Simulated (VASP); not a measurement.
# V (Im-3m) in VASP: notebook

V is run at these levels: PBE; tasks: single point.

Program: VASP 6.6.1. These are calculated values, not measurements. Logs are shortened: lines on timing, memory, paths and dates and some standing lists are left out, and cuts for length are marked.

## (1) The cell of the first run

It takes space group Im-3m (No. 229, cubic). The conventional cell has a = 2.542 Å, b = 2.542 Å, c = 2.542 Å, α = 90.00°, β = 90.00°, γ = 90.00°. Within 2.9 Å of V (site symmetry m-3m) lie 14 V at 2.20 to 2.54 Å.

## (2) Single point, PBE (volume scaled by 0.61, to set the pressure)

File INCAR:

```
SYSTEM = V
PREC = Accurate
ENCUT = 520
EDIFF = 1E-6
ISMEAR = -1
SIGMA = 0.05
LREAL = .False.
LASPH = .True.
NELM = 80
ALGO = Normal
ISIF = 2
LWAVE = .False.
LCHARG = .False.
GGA = PE
NBANDS = 12
```

File KPOINTS:

```
regular mesh
0
Gamma
  21 21 21
  0 0 0
```

File POSCAR:

```
V
1.0
   -1.2708487378      1.2708487378      1.2708487378
    1.2708487378     -1.2708487378      1.2708487378
    1.2708487378      1.2708487378     -1.2708487378
V
1
Direct
    0.0000000000      0.0000000000      0.0000000000
```

Potentials or basis: VASP PAW PBE potentials, release 64 (V_sv).

On the command line:

```sh
> cat potpaw_PBE.64/V_sv/POTCAR > POTCAR
> mpirun -np 1 vasp_std > vasp.out
```

OUTCAR:

```text
SYSTEM = V
   PREC = Accurate
   ENCUT = 520
   EDIFF = 1E-6
   ISMEAR = -1
   LREAL = .False.
   LASPH = .True.
   NELM = 80
   ISIF = 2
   GGA = PE

 ion  position               nearest neighbor table
   1  0.000  0.000  0.000-

  LATTYP: Found a body centered cubic cell.
 ALAT       =     2.5416974756

  Lattice vectors:

 A1 = (  -1.2708487378,   1.2708487378,   1.2708487378)
 A2 = (   1.2708487378,  -1.2708487378,   1.2708487378)
 A3 = (   1.2708487378,   1.2708487378,  -1.2708487378)

Analysis of symmetry for initial positions (statically):
=====================================================================
 Subroutine PRICEL returns:
 Original cell was already a primitive cell.

 Routine SETGRP: Setting up the symmetry group for a
 body centered cubic supercell.

 Subroutine GETGRP returns: Found 48 space group operations
 (whereof 48 operations were pure point group operations)
 out of a pool of 48 trial point group operations.

The static configuration has the point symmetry O_h .

Analysis of symmetry for dynamics (positions and initial velocities):
=====================================================================
 Subroutine PRICEL returns:
 Original cell was already a primitive cell.

 Routine SETGRP: Setting up the symmetry group for a
 body centered cubic supercell.

 Subroutine GETGRP returns: Found 48 space group operations
 (whereof 48 operations were pure point group operations)
 out of a pool of 48 trial point group operations.

The dynamic configuration has the point symmetry O_h .

 Subroutine INISYM returns: Found 48 space group operations
 (whereof 48 operations are pure point group operations),
 and found     1 'primitive' translations

----------------------------------------------------------------------------------------

                                     Primitive cell

  volume of cell :       8.2100

  direct lattice vectors                    reciprocal lattice vectors
    -1.270848738  1.270848738  1.270848738     0.000000000  0.393437854  0.393437854
     1.270848738 -1.270848738  1.270848738     0.393437854  0.000000000  0.393437854
     1.270848738  1.270848738 -1.270848738     0.393437854  0.393437854  0.000000000

  length of vectors
     2.201174583  2.201174583  2.201174583     0.556405149  0.556405149  0.556405149

  position of ions in fractional coordinates (direct lattice)
     0.000000000  0.000000000  0.000000000
[... 75 lines left out ...]
   NELM   =     80;   NELMIN=  2; NELMDL= -5     # of ELM steps
   EDIFF  = 0.1E-05   stopping-criterion for ELM
   LREAL  =      F    real-space projection
   EDIFFG = 0.1E-04   stopping-criterion for IOM
   NSW    =      0    number of steps for IOM
   IBRION =     -1    ionic relax: 0-MD 1-quasi-New 2-CG
   NFREE  =      0    steps in history (QN), initial steepest desc. (CG)
   ISIF   =      2    stress and relaxation
   ISYM   =      2    0-nonsym 1-usesym 2-fastsym
   POTIM  = 0.5000    time-step for ionic-motion
   TEBEG  =    0.0;   TEEND  =   0.0 temperature during run
   PSTRESS=    0.0 pullay stress
   NELECT =      13.0000    total number of electrons
   NUPDOWN=      -1.0000    fix difference up-down
   EMIN   =  10.00;   EMAX   =-10.00  energy-range for DOS
   EFERMI =   0.00;   METHOD = LEGACY
   ISMEAR =    -1;   SIGMA  =   0.05  broadening in eV -4-tet -1-fermi 0-gaus
   EFERMI_NEDOS =   21; number of points for ismear=-14 and -15
   IALGO  =     38    algorithm
   IMIX   =      4    mixing-type and parameters
     AMIX     =   0.40;   BMIX     =  1.00
     AMIX_MAG =   1.60;   BMIX_MAG =  1.00
  volume/ion in A,a.u.               =       8.21        55.40
  Fermi-wavevector in a.u.,A,eV,Ry     =   1.908133  3.605849 49.538451  3.640973
  Thomas-Fermi vector in A             =   2.945495
   LORBIT       =      0    0 simple, 1 ext, 2 COOP (PROOUT), +10 PAW based schemes
   GGA     = PE    functional components
   LHFCALC =     F    Hartree Fock is set to
   AEXX    =    0.0000 exact exchange contribution
   IVDW    =     0    specifies the selected vdW correction
   LEPSILON=     F    determine dielectric tensor
   LRPA    =     F    only Hartree local field effects (RPA)
 non-spin polarized calculation
  energy-cutoff  :      520.00
  volume of cell :        8.21
 maximum number of plane-waves:       236
   NGX =  9   NGY =  9   NGZ =  9

 number of electron      12.9999985 magnetization

 Free energy of the ion-electron system (eV)
  ---------------------------------------------------
  ext. energy  EPLUGINS =         0.00000000
  ---------------------------------------------------
  free energy    TOTEN  =        -6.50321372 eV

  energy without entropy =       -6.49303703  energy(sigma->0) =       -6.49812538

 E-fermi :  17.4593     XC(G=0): -15.8378

 val. band max:       17.4568401700   @ k =  -0.3810   0.4286   0.1905
 cond. band min:      17.4617546050   @ k =   0.0476   0.0476   0.0000
 fundamental gap:      0.0049144350
 Fermi energy:        17.4592679102

 k-point     1 :       0.0000    0.0000    0.0000
  band No.  band energies     occupation
      1     -46.5510      2.00000
      2     -17.9603      2.00000
      3     -17.9603      2.00000
      4     -17.9603      2.00000
      5      10.7853      2.00000
      6      17.5796      0.16528
      7      17.5796      0.16527
      8      17.5796      0.16527
      9      21.2022      0.00000
     10      21.2022      0.00000
     11      41.7013      0.00000
     12      41.7013      0.00000
[... 331 lines left out ...]
 k-point    24 :       0.1905    0.0952    0.0000
  band No.  band energies     occupation
      1     -45.9648      2.00000
      2     -19.8778      2.00000
      3     -18.4990      2.00000
      4     -18.1021      2.00000
      5      13.4953      2.00000
      6      16.0720      2.00000
      7      16.8616      1.99999
      8      20.2558      0.00000
      9      21.1165      0.00000
     10      21.7541      0.00000
     11      40.9387      0.00000
     12      41.3928      0.00000

 [... further k-points ...]
[... 5 lines left out ...]
  --------------------------------------------------------------------------------------
  -------------------------------------------------------------------------------------
  Total       11.3380757     11.3380757     11.3380757      0.0000000      0.0000000     -0.0000000
  in kB     2212.6277609   2212.6277609   2212.6277609      0.0000000      0.0000000     -0.0000000
  external PRESSURE =    2212.6277609 kB  Pullay stress =       0.0000000 kB

 VOLUME and BASIS-vectors are now :
 -----------------------------------------------------------------------------
  energy-cutoff  :      520.00
  volume of cell :        8.21
      direct lattice vectors                 reciprocal lattice vectors
    -1.270848738  1.270848738  1.270848738     0.000000000  0.393437854  0.393437854
     1.270848738 -1.270848738  1.270848738     0.393437854  0.000000000  0.393437854
     1.270848738  1.270848738 -1.270848738     0.393437854  0.393437854  0.000000000

 POSITION                                       TOTAL-FORCE (eV/Angst)
 -----------------------------------------------------------------------------------
      0.00000      0.00000      0.00000         0.000000     -0.000000      0.000000
 -----------------------------------------------------------------------------------
    total drift:                                0.000000      0.000000     -0.000000

  FREE ENERGIE OF THE ION-ELECTRON SYSTEM (eV)
  ---------------------------------------------------
  free  energy   TOTEN  =        -6.5032137198 eV

  energy  without entropy=       -6.4930370346  energy(sigma->0) =       -6.49812538
```

stdout:

```text
POSCAR found type information on POSCAR V
 POSCAR found :  1 types and       1 ions
 scaLAPACK will be used
 LDA part: xc-table for (Slater+PW92), standard interpolation
 POSCAR, INCAR and KPOINTS ok, starting setup
 FFT: planning ... GRIDC
 FFT: planning ... GRID_SOFT
 FFT: planning ... GRID
 WAVECAR not read
 entering main loop
```

It took 8.3 s on 1 thread of Intel Xeon Platinum 8488C (Sapphire Rapids), shared host; peak memory 0.13 GiB.

Results:

```
Free energy : -6.5032 eV
Pressure    : 221.3 GPa
```

Caveat: the cell differs from its parent crystal (volume scaled by 0.61, to set the pressure).

## (3) Single point, PBE

This run uses another cell than the first one, of 8.17 Å³/atom, 0.995 times its volume.

File INCAR:

```
PREC = Accurate
ENCUT = 520
EDIFF = 1E-7
ISMEAR = -1
SIGMA = 0.05
LREAL = F
LASPH = T
NELM = 60
ALGO = Normal
ISIF = 2
LWAVE = F
LCHARG = F
GGA = PE
NBANDS = 12
```

File KPOINTS:

```
Automatic mesh
0
Gamma
  21 21 21
```

File POSCAR:

```
V
1.0
   -1.2687039407      1.2687039407      1.2687039407
    1.2687039407     -1.2687039407      1.2687039407
    1.2687039407      1.2687039407     -1.2687039407
V
1
Direct
    0.0000000000      0.0000000000      0.0000000000
```

Potentials or basis: VASP PAW PBE potentials, release 64 (V_sv).

On the command line:

```sh
> cat potpaw_PBE.64/V_sv/POTCAR > POTCAR
> mpirun -np 1 vasp_std > vasp.out
```

OUTCAR:

```text
PREC = Accurate
   ENCUT = 520
   EDIFF = 1E-7
   ISMEAR = -1
   LREAL = F
   LASPH = T
   NELM = 60
   ISIF = 2
   GGA = PE

 ion  position               nearest neighbor table
   1  0.000  0.000  0.000-

  LATTYP: Found a body centered cubic cell.
 ALAT       =     2.5374078814

  Lattice vectors:

 A1 = (  -1.2687039407,   1.2687039407,   1.2687039407)
 A2 = (   1.2687039407,  -1.2687039407,   1.2687039407)
 A3 = (   1.2687039407,   1.2687039407,  -1.2687039407)

Analysis of symmetry for initial positions (statically):
=====================================================================
 Subroutine PRICEL returns:
 Original cell was already a primitive cell.

 Routine SETGRP: Setting up the symmetry group for a
 body centered cubic supercell.

 Subroutine GETGRP returns: Found 48 space group operations
 (whereof 48 operations were pure point group operations)
 out of a pool of 48 trial point group operations.

The static configuration has the point symmetry O_h .

Analysis of symmetry for dynamics (positions and initial velocities):
=====================================================================
 Subroutine PRICEL returns:
[... 159 lines left out ...]
 Fermi energy:        17.5600900223

 k-point     1 :       0.0000    0.0000    0.0000
  band No.  band energies     occupation
      1     -46.4718      2.00000
      2     -17.8444      2.00000
      3     -17.8444      2.00000
      4     -17.8444      2.00000
      5      10.8987      2.00000
      6      17.6685      0.20534
      7      17.6685      0.20534
      8      17.6685      0.20534
      9      21.3117      0.00000
     10      21.3117      0.00000
     11      41.8345      0.00000
     12      41.8345      0.00000
[... 331 lines left out ...]
 k-point    24 :       0.1905    0.0952    0.0000
  band No.  band energies     occupation
      1     -45.8762      2.00000
      2     -19.7872      2.00000
      3     -18.3903      2.00000
      4     -17.9883      2.00000
      5      13.6034      2.00000
      6      16.1515      2.00000
      7      16.9581      1.99999
      8      20.3590      0.00000
      9      21.2315      0.00000
     10      21.8691      0.00000
     11      41.1104      0.00000
     12      41.5587      0.00000

 [... further k-points ...]
[... 5 lines left out ...]
  --------------------------------------------------------------------------------------
  -------------------------------------------------------------------------------------
  Total       11.4898057     11.4898057     11.4898057     -0.0000000      0.0000000     -0.0000000
  in kB     2253.6289227   2253.6289227   2253.6289227     -0.0000000      0.0000000     -0.0000000
  external PRESSURE =    2253.6289227 kB  Pullay stress =       0.0000000 kB

 VOLUME and BASIS-vectors are now :
 -----------------------------------------------------------------------------
  energy-cutoff  :      520.00
  volume of cell :        8.17
      direct lattice vectors                 reciprocal lattice vectors
    -1.268703941  1.268703941  1.268703941     0.000000000  0.394102977  0.394102977
     1.268703941 -1.268703941  1.268703941     0.394102977  0.000000000  0.394102977
     1.268703941  1.268703941 -1.268703941     0.394102977  0.394102977  0.000000000

 POSITION                                       TOTAL-FORCE (eV/Angst)
 -----------------------------------------------------------------------------------
      0.00000      0.00000      0.00000         0.000000      0.000000      0.000000
 -----------------------------------------------------------------------------------
    total drift:                                0.000000      0.000000     -0.000000

  FREE ENERGIE OF THE ION-ELECTRON SYSTEM (eV)
  ---------------------------------------------------
  free  energy   TOTEN  =        -6.4453286131 eV

  energy  without entropy=       -6.4352149821  energy(sigma->0) =       -6.44027180
```

stdout:

```text
POSCAR found type information on POSCAR V
 POSCAR found :  1 types and       1 ions
 scaLAPACK will be used
 LDA part: xc-table for (Slater+PW92), standard interpolation
 POSCAR, INCAR and KPOINTS ok, starting setup
 FFT: planning ... GRIDC
 FFT: planning ... GRID_SOFT
 FFT: planning ... GRID
 WAVECAR not read
 entering main loop
```

Run time: 9.9 s. Hardware: 1 thread of Intel Xeon Platinum 8488C (Sapphire Rapids), shared host; peak memory 0.14 GiB.

Results:

```
Free energy : -6.4453 eV
Pressure    : 225.4 GPa
```

## (4) Single point, PBE

This run uses another cell than the first one, of 8.17 Å³/atom, 0.995 times its volume.

File INCAR:

```
SYSTEM = V
  PREC = Accurate
  ENCUT = 520
  EDIFF = 1E-7
  ISMEAR = -1
  SIGMA = 0.05
  LREAL = .False.
  LASPH = .True.
  NELM = 60
  ALGO = Normal
  ISIF = 2
  LWAVE = .False.
  LCHARG = .False.
  GGA = PE
  NBANDS = 12
```

File KPOINTS:

```
regular mesh
0
Gamma
  21 21 21
  0 0 0
```

File POSCAR:

```
V
1.0
   -1.2687795012      1.2687795012      1.2687795012
    1.2687795012     -1.2687795012      1.2687795012
    1.2687795012      1.2687795012     -1.2687795012
V
1
Direct
    0.0000000000      0.0000000000      0.0000000000
```

Potentials or basis: VASP PAW PBE potentials, release 64 (V_sv).

On the command line:

```sh
> cat potpaw_PBE.64/V_sv/POTCAR > POTCAR
> mpirun -np 1 vasp_std > vasp.out
```

OUTCAR:

```text
SYSTEM = V
   PREC = Accurate
   ENCUT = 520
   EDIFF = 1E-7
   ISMEAR = -1
   LREAL = .False.
   LASPH = .True.
   NELM = 60
   ISIF = 2
   GGA = PE

 ion  position               nearest neighbor table
   1  0.000  0.000  0.000-

  LATTYP: Found a body centered cubic cell.
 ALAT       =     2.5375590024

  Lattice vectors:

 A1 = (  -1.2687795012,   1.2687795012,   1.2687795012)
 A2 = (   1.2687795012,  -1.2687795012,   1.2687795012)
[... 529 lines left out ...]
      3     -18.3942      2.00000
      4     -17.9923      2.00000
      5      13.5996      2.00000
      6      16.1487      2.00000
      7      16.9547      1.99999
      8      20.3553      0.00000
      9      21.2275      0.00000
     10      21.8650      0.00000
     11      41.1043      0.00000
     12      41.5528      0.00000

 [... further k-points ...]
[... 5 lines left out ...]
  --------------------------------------------------------------------------------------
  -------------------------------------------------------------------------------------
  Total       11.4844136     11.4844136     11.4844136      0.0000000      0.0000000     -0.0000000
  in kB     2252.1688978   2252.1688978   2252.1688978      0.0000000      0.0000000     -0.0000000
  external PRESSURE =    2252.1688978 kB  Pullay stress =       0.0000000 kB

 VOLUME and BASIS-vectors are now :
 -----------------------------------------------------------------------------
  energy-cutoff  :      520.00
  volume of cell :        8.17
      direct lattice vectors                 reciprocal lattice vectors
    -1.268779501  1.268779501  1.268779501     0.000000000  0.394079507  0.394079507
     1.268779501 -1.268779501  1.268779501     0.394079507  0.000000000  0.394079507
     1.268779501  1.268779501 -1.268779501     0.394079507  0.394079507  0.000000000

 POSITION                                       TOTAL-FORCE (eV/Angst)
 -----------------------------------------------------------------------------------
      0.00000      0.00000      0.00000         0.000000     -0.000000      0.000000
 -----------------------------------------------------------------------------------
    total drift:                                0.000000      0.000000     -0.000000

  FREE ENERGIE OF THE ION-ELECTRON SYSTEM (eV)
  ---------------------------------------------------
  free  energy   TOTEN  =        -6.4473810851 eV

  energy  without entropy=       -6.4372649782  energy(sigma->0) =       -6.44232303
```

stdout:

```text
POSCAR found type information on POSCAR V
 POSCAR found :  1 types and       1 ions
 scaLAPACK will be used
 LDA part: xc-table for (Slater+PW92), standard interpolation
 POSCAR, INCAR and KPOINTS ok, starting setup
 FFT: planning ... GRIDC
 FFT: planning ... GRID_SOFT
 FFT: planning ... GRID
 WAVECAR not read
 entering main loop
```

Run time: 13 s. Hardware: 1 thread of Intel Xeon Platinum 8488C (Sapphire Rapids), shared host; peak memory 0.13 GiB.

What came out:

| Quantity | Value |
| --- | --- |
| Free energy | -6.4474 eV |
| Pressure | 225.2 GPa |

## (5) Single point, PBE

This run uses another cell than the first one, of 13.46 Å³/atom, 1.639 times its volume.

Edit INCAR of step 4 so:

```diff
@@ -8,3 +8,3 @@
   LASPH = .True.
-  NELM = 60
+  NELM = 100
   ALGO = Normal
```

File KPOINTS:

```
Automatic mesh
0
Gamma
  21 21 21
  0 0 0
```

File POSCAR:

```
V
1.0
   -1.4984787328      1.4984787328      1.4984787328
    1.4984787328     -1.4984787328      1.4984787328
    1.4984787328      1.4984787328     -1.4984787328
V
1
Direct
    0.0000000000      0.0000000000      0.0000000000
```

On the command line:

```sh
> cat potpaw_PBE.64/V_sv/POTCAR > POTCAR
> mpirun -np 1 vasp_std > vasp.out
```

It took 34 s on 1 thread of Intel Xeon Platinum 8488C (Sapphire Rapids), shared host; peak memory 0.15 GiB.

It converged, with:

```
Free energy : -8.9991 eV
Pressure    : 0.2 GPa
```

Levels at points of the mesh, in eV from the Fermi level:
| k point | band 2 | band 3 | band 4 | band 5 | band 6 | band 7 | band 8 | band 9 | band 10 | band 11 |
| --- | --- | --- | --- | --- | --- | --- | --- | --- | --- | --- |
| (0.00, 0.00, 0.00) | -37.02 | -37.02 | -37.02 | -6.59 | 0.41 | 0.41 | 0.41 | 2.42 | 2.42 | 20.49 |

## (6) Overview

```tsv
cell	gap on the mesh (eV)	pressure (GPa)
a = 2.201 Å, angles 109.5°, 1 atom	none	221.3
a = 2.197 Å, angles 109.5°, 1 atom	none	225.4
a = 2.198 Å, angles 109.5°, 1 atom	none	225.2
a = 2.595 Å, angles 109.5°, 1 atom	none	0.2
```

Alike in all rows: task single point; level PBE; potentials or basis VASP PAW PBE potentials, release 64 (V_sv); no spin polarisation; k mesh 21 × 21 × 21; cutoff (eV) 520; smearing fermi-dirac 0.05 eV.

Total energies depend on the potentials used, so only differences within one code and one set of settings carry meaning.
